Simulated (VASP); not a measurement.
# BaTe (F-43m) in VASP: a series of runs

BaTe is run at these levels: PBE; tasks: single point.

All numbers are computed with VASP 6.6.1; they aren't measurements. Logs are shortened: lines on timing, memory, paths and dates and some standing lists are left out, and cuts for length are marked.

## Step 1: The cell of the first run

Symmetry: F-43m, No. 216, cubic system. Conventional cell: a = 7.723 Å, b = 7.723 Å, c = 7.723 Å, α = 90.00°, β = 90.00°, γ = 90.00°. Within 4.4 Å of Ba (site symmetry -43m) lie 4 Te at 3.34 Å. Te (site symmetry -43m) has 4 Ba at 3.34 Å within 4.4 Å.

## Step 2: Single point, PBE (volume scaled by 0.960)

The input, INCAR:

```
PREC = Accurate
ENCUT = 520
EDIFF = 1E-6
ISMEAR = 0
SIGMA = 0.05
LREAL = False
LASPH = True
NELM = 80
ALGO = Normal
ISIF = 2
LWAVE = False
LCHARG = False
GGA = PE
NBANDS = 15
```

The input, KPOINTS:

```
Automatic mesh
0
Gamma
  8 8 8
```

The input, POSCAR:

```
BaTe
1.0
    0.0000000000      3.8615370789      3.8615370789
    3.8615370789      0.0000000000      3.8615370789
    3.8615370789      3.8615370789      0.0000000000
Ba Te
1 1
Direct
    0.0000000000      0.0000000000      0.0000000000
    0.2500000000      0.2500000000      0.2500000000
```

Potentials or basis: VASP PAW PBE potentials, release 64 (Ba_sv, Te).

On the command line:

```
> cat potpaw_PBE.64/Ba_sv/POTCAR potpaw_PBE.64/Te/POTCAR > POTCAR
> mpirun -np 1 vasp_std > vasp.out
```

OUTCAR:

```text
PREC = Accurate
   ENCUT = 520
   EDIFF = 1E-6
   ISMEAR = 0
   LREAL = False
   LASPH = True
   NELM = 80
   ISIF = 2
   GGA = PE

 ion  position               nearest neighbor table
   1  0.000  0.000  0.000-   2 3.34   2 3.34   2 3.34   2 3.34
   2  0.250  0.250  0.250-   1 3.34   1 3.34   1 3.34   1 3.34

  LATTYP: Found a face centered cubic cell.
 ALAT       =     7.7230741578

  Lattice vectors:

 A1 = (   0.0000000000,   3.8615370789,   3.8615370789)
 A2 = (   3.8615370789,   0.0000000000,   3.8615370789)
 A3 = (   3.8615370789,   3.8615370789,   0.0000000000)

Analysis of symmetry for initial positions (statically):
=====================================================================
 Subroutine PRICEL returns:
 Original cell was already a primitive cell.

 Routine SETGRP: Setting up the symmetry group for a
 face centered cubic supercell.

 Subroutine GETGRP returns: Found 24 space group operations
 (whereof 24 operations were pure point group operations)
 out of a pool of 48 trial point group operations.

The static configuration has the point symmetry T_d .

Analysis of symmetry for dynamics (positions and initial velocities):
=====================================================================
 Subroutine PRICEL returns:
 Original cell was already a primitive cell.

 Routine SETGRP: Setting up the symmetry group for a
 face centered cubic supercell.

 Subroutine GETGRP returns: Found 24 space group operations
 (whereof 24 operations were pure point group operations)
 out of a pool of 48 trial point group operations.

The dynamic configuration has the point symmetry T_d .

 Subroutine INISYM returns: Found 24 space group operations
 (whereof 24 operations are pure point group operations),
 and found     1 'primitive' translations

----------------------------------------------------------------------------------------

                                     Primitive cell

  volume of cell :     115.1624

  direct lattice vectors                    reciprocal lattice vectors
     0.000000000  3.861537079  3.861537079    -0.129482118  0.129482118  0.129482118
     3.861537079  0.000000000  3.861537079     0.129482118 -0.129482118  0.129482118
     3.861537079  3.861537079  0.000000000     0.129482118  0.129482118 -0.129482118

  length of vectors
     5.461038109  5.461038109  5.461038109     0.224269607  0.224269607  0.224269607

  position of ions in fractional coordinates (direct lattice)
     0.000000000  0.000000000  0.000000000
     0.250000000  0.250000000  0.250000000

  ion indices of the primitive-cell ions
   primitive index   ion index
                 1           1
                 2           2

----------------------------------------------------------------------------------------

 KPOINTS: Automatic mesh

Automatic generation of k-mesh.
 Grid dimensions read from file:
 generate k-points for:    8    8    8

 Generating k-lattice:

  Cartesian coordinates                     Fractional coordinates (reciprocal lattice)
    -0.016185265  0.016185265  0.016185265     0.125000000  0.000000000  0.000000000
     0.016185265 -0.016185265  0.016185265     0.000000000  0.125000000  0.000000000
     0.016185265  0.016185265 -0.016185265     0.000000000  0.000000000  0.125000000

  Length of vectors
     0.028033701  0.028033701  0.028033701

  Shift w.r.t. Gamma in fractional coordinates (k-lattice)
     0.000000000  0.000000000  0.000000000

 Subroutine IBZKPT returns following result:
 ===========================================

 Found     29 irreducible k-points:

 Following reciprocal coordinates:
            Coordinates               Weight
  0.000000  0.000000  0.000000      1.000000
  0.125000  0.000000  0.000000      8.000000
  0.250000  0.000000  0.000000      8.000000
  0.375000  0.000000  0.000000      8.000000
  0.500000  0.000000  0.000000      4.000000
  0.125000  0.125000  0.000000      6.000000
[... 16 lines left out ...]
  0.500000  0.250000  0.125000     48.000000
 -0.375000  0.250000  0.125000     24.000000
 [... further k-points ...]
   k-points           NKPTS =     29   k-points in BZ     NKDIM =     29   number of bands    NBANDS=     15
   number of dos      NEDOS =    301   number of ions     NIONS =      2
   total plane-waves  NPLWV =  74088
   dimension x,y,z NGX =    42 NGY =   42 NGZ =   42
   dimension x,y,z NGXF=    84 NGYF=   84 NGZF=   84
   ions per type =               1   1
   NGX,Y,Z   is equivalent  to a cutoff of  12.79, 12.79, 12.79 a.u.
   NGXF,Y,Z  is equivalent  to a cutoff of  25.57, 25.57, 25.57 a.u.
 SYSTEM =  unknown system
   PREC   = accura    normal or accurate (medium, high low for compatibility)
   ISTART =      0    job   : 0-new  1-cont  2-samecut
   ICHARG =      2    charge: 1-file 2-atom 10-const
   ISPIN  =      1    spin polarized calculation?
   LNONCOLLINEAR =      F non collinear calculations
   LSORBIT =      F    spin-orbit coupling
   LASPH  =      T    aspherical Exc in radial PAW
   ENCUT  =  520.0 eV  38.22 Ry    6.18 a.u.  10.15 10.15 10.15*2*pi/ulx,y,z
   NELM   =     80;   NELMIN=  2; NELMDL= -5     # of ELM steps
   EDIFF  = 0.1E-05   stopping-criterion for ELM
   LREAL  =      F    real-space projection
   EDIFFG = 0.1E-04   stopping-criterion for IOM
   NSW    =      0    number of steps for IOM
   IBRION =     -1    ionic relax: 0-MD 1-quasi-New 2-CG
   NFREE  =      0    steps in history (QN), initial steepest desc. (CG)
   ISIF   =      2    stress and relaxation
   ISYM   =      2    0-nonsym 1-usesym 2-fastsym
   POTIM  = 0.5000    time-step for ionic-motion
   TEBEG  =    0.0;   TEEND  =   0.0 temperature during run
   PSTRESS=    0.0 pullay stress
   NELECT =      16.0000    total number of electrons
   NUPDOWN=      -1.0000    fix difference up-down
   EMIN   =  10.00;   EMAX   =-10.00  energy-range for DOS
   EFERMI =   0.00;   METHOD = LEGACY
   ISMEAR =     0;   SIGMA  =   0.05  broadening in eV -4-tet -1-fermi 0-gaus
   EFERMI_NEDOS =   21; number of points for ismear=-14 and -15
   IALGO  =     38    algorithm
   IMIX   =      4    mixing-type and parameters
     AMIX     =   0.40;   BMIX     =  1.00
     AMIX_MAG =   1.60;   BMIX_MAG =  1.00
  volume/ion in A,a.u.               =      57.58       388.58
  Fermi-wavevector in a.u.,A,eV,Ry     =   0.847900  1.602299  9.781696  0.718934
  Thomas-Fermi vector in A             =   1.963479
   LORBIT       =      0    0 simple, 1 ext, 2 COOP (PROOUT), +10 PAW based schemes
   GGA     = PE    functional components
   LHFCALC =     F    Hartree Fock is set to
   AEXX    =    0.0000 exact exchange contribution
   IVDW    =     0    specifies the selected vdW correction
   LEPSILON=     F    determine dielectric tensor
   LRPA    =     F    only Hartree local field effects (RPA)
 non-spin polarized calculation
 Gauss-broadening in eV      SIGMA  =   0.05
  energy-cutoff  :      520.00
  volume of cell :      115.16
 maximum number of plane-waves:      3138
 NGX is ok and might be reduce to    42
   NGX = 21   NGY = 21   NGZ = 21

 number of electron      16.0000000 magnetization

 Free energy of the ion-electron system (eV)
  ---------------------------------------------------
  ext. energy  EPLUGINS =         0.00000000
  ---------------------------------------------------
  free energy    TOTEN  =        -8.07237096 eV

  energy without entropy =       -8.07237096  energy(sigma->0) =       -8.07237096

 E-fermi :   0.4883     XC(G=0):  -6.8303

 val. band max:        0.2083003902   @ k =  -0.2500   0.5000   0.2500
 cond. band min:       2.8386128347   @ k =   0.0000   0.0000   0.0000
 fundamental gap:      2.6303124446
 Fermi energy:         0.4883059021

 k-point     1 :       0.0000    0.0000    0.0000
  band No.  band energies     occupation
      1     -26.5802      2.00000
      2     -11.7843      2.00000
      3     -11.7843      2.00000
      4     -11.7843      2.00000
      5      -8.5787      2.00000
      6      -0.2838      2.00000
      7      -0.2838      2.00000
      8      -0.2838      2.00000
      9       2.8386      0.00000
     10       4.3683      0.00000
     11       4.3683      0.00000
     12       6.4056      0.00000
     13       6.4056      0.00000
     14       6.4056      0.00000
     15       8.3262      0.00000

 k-point     2 :       0.1250    0.0000    0.0000
  band No.  band energies     occupation
      1     -26.5795      2.00000
      2     -11.8168      2.00000
      3     -11.7868      2.00000
      4     -11.7868      2.00000
      5      -8.5295      2.00000
      6      -0.3697      2.00000
      7      -0.2520      2.00000
      8      -0.2520      2.00000
      9       3.1667      0.00000
     10       4.2821      0.00000
     11       4.2821      0.00000
     12       6.2225      0.00000
     13       6.5985      0.00000
     14       6.5985      0.00000
     15       7.5323      0.00000

 k-point     3 :       0.2500    0.0000    0.0000
  band No.  band energies     occupation
      1     -26.5780      2.00000
      2     -11.8916      2.00000
      3     -11.7929      2.00000
      4     -11.7929      2.00000
      5      -8.4155      2.00000
      6      -0.4944      2.00000
      7      -0.1781      2.00000
      8      -0.1781      2.00000
      9       3.8637      0.00000
     10       4.2191      0.00000
     11       4.2191      0.00000
     12       5.7730      0.00000
     13       6.5536      0.00000
     14       6.5536      0.00000
     15       6.5939      0.00000

 k-point     4 :       0.3750    0.0000    0.0000
  band No.  band energies     occupation
      1     -26.5765      2.00000
      2     -11.9619      2.00000
      3     -11.7989      2.00000
      4     -11.7989      2.00000
      5      -8.3080      2.00000
      6      -0.5314      2.00000
      7      -0.1095      2.00000
      8      -0.1095      2.00000
      9       4.2681      0.00000
     10       4.3748      0.00000
     11       4.3748      0.00000
     12       5.0569      0.00000
     13       5.9324      0.00000
     14       5.9324      0.00000
     15       6.9641      0.00000
[... 307 lines left out ...]
 k-point    22 :       0.3750    0.2500    0.1250
  band No.  band energies     occupation
      1     -26.5768      2.00000
      2     -11.9271      2.00000
      3     -11.8131      2.00000
      4     -11.8004      2.00000
      5      -8.3318      2.00000
      6      -0.5888      2.00000
      7      -0.1144      2.00000
      8      -0.0756      2.00000
      9       3.6435      0.00000
     10       4.3718      0.00000
     11       4.6517      0.00000
     12       5.4014      0.00000
     13       6.0925      0.00000
     14       6.5985      0.00000
     15       7.2251      0.00000

 k-point    23 :       0.5000    0.2500    0.1250
  band No.  band energies     occupation
      1     -26.5756      2.00000
      2     -11.9728      2.00000
      3     -11.8261      2.00000
      4     -11.8071      2.00000
      5      -8.2458      2.00000
      6      -0.5267      2.00000
      7      -0.1549      2.00000
      8       0.0047      2.00000
      9       3.6401      0.00000
     10       4.1543      0.00000
     11       4.7485      0.00000
     12       5.6293      0.00000
     13       5.8085      0.00000
     14       6.3636      0.00000
     15       7.3705      0.00000

 k-point    24 :      -0.3750    0.2500    0.1250
  band No.  band energies     occupation
      1     -26.5751      2.00000
      2     -11.9913      2.00000
      3     -11.8309      2.00000
      4     -11.8104      2.00000
      5      -8.2111      2.00000
      6      -0.4440      2.00000
      7      -0.2186      2.00000
      8       0.0382      2.00000
      9       3.5410      0.00000
     10       4.1818      0.00000
     11       4.6626      0.00000
     12       5.7410      0.00000
     13       5.8162      0.00000
     14       6.1150      0.00000
     15       7.9338      0.00000

 [... further k-points ...]

------------------------ aborting loop because EDIFF is reached ----------------------------------------

  FORCE on cell =-STRESS in cart. coord.  units (eV):
  Direction    XX          YY          ZZ          XY          YZ          ZX
  --------------------------------------------------------------------------------------
  -------------------------------------------------------------------------------------
  Total        0.7606964      0.7606964      0.7606964      0.0000000     -0.0000000      0.0000000
  in kB       10.5830619     10.5830619     10.5830619      0.0000000     -0.0000000      0.0000000
  external PRESSURE =      10.5830619 kB  Pullay stress =       0.0000000 kB

 VOLUME and BASIS-vectors are now :
 -----------------------------------------------------------------------------
  energy-cutoff  :      520.00
  volume of cell :      115.16
      direct lattice vectors                 reciprocal lattice vectors
     0.000000000  3.861537079  3.861537079    -0.129482118  0.129482118  0.129482118
     3.861537079  0.000000000  3.861537079     0.129482118 -0.129482118  0.129482118
     3.861537079  3.861537079  0.000000000     0.129482118  0.129482118 -0.129482118

 POSITION                                       TOTAL-FORCE (eV/Angst)
 -----------------------------------------------------------------------------------
      0.00000      0.00000      0.00000         0.000000      0.000000      0.000000
      1.93077      1.93077      1.93077        -0.000000     -0.000000     -0.000000
 -----------------------------------------------------------------------------------
    total drift:                               -0.000000     -0.000000     -0.000000

  FREE ENERGIE OF THE ION-ELECTRON SYSTEM (eV)
  ---------------------------------------------------
  free  energy   TOTEN  =        -8.0723709566 eV

  energy  without entropy=       -8.0723709566  energy(sigma->0) =       -8.07237096
```

Wall time 38 s (1 thread of Intel Xeon Platinum 8488C (Sapphire Rapids), shared host); peak memory 0.28 GiB.

What came out:

```
Free energy            : -8.0724 eV
Pressure               : 1.1 GPa
Band gap on the k mesh : 2.63 eV, indirect (least direct gap 2.90 eV)
```

Caveat: spin-orbit coupling is left out, which moves the levels of the heavy elements. A k mesh can miss the band edges.

(Part 1 of 2 ends here.)
